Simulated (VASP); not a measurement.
Runs of VASP 6.6.1 on Rb. The structure is that of space group P6_3/mmc (No. 194), or close to it. The cells are those of the table. 

```csv
cell,gap on the mesh (eV),pressure (GPa)
"a = 5.219, b = 5.219, c = 8.614 Å, angles 90.0, 90.0, 120.5°, 2 atoms",none,-0.2
"a = 5.152, b = 5.152, c = 8.504 Å, angles 90.0, 90.0, 120.5°, 2 atoms",none,-0.1
"a = 5.118, b = 5.118, c = 8.448 Å, angles 90.0, 90.0, 120.5°, 2 atoms",none,-0.1
"a = 5.084, b = 5.084, c = 8.391 Å, angles 90.0, 90.0, 120.5°, 2 atoms",none,(a)
```

Alike in all rows: task single point; level PBE; potentials or basis VASP PAW PBE potentials, release 64 (Rb_sv); no spin polarisation; k mesh 6 × 6 × 3; cutoff (eV) 520; smearing fermi-dirac 0.05 eV.

Estimate the missing entries.

(a) 0.0.

A k mesh can miss the band edges, and the runs leave out spin-orbit coupling on Rb.

A gap of «none» marks levels without a gap at the run's occupations.
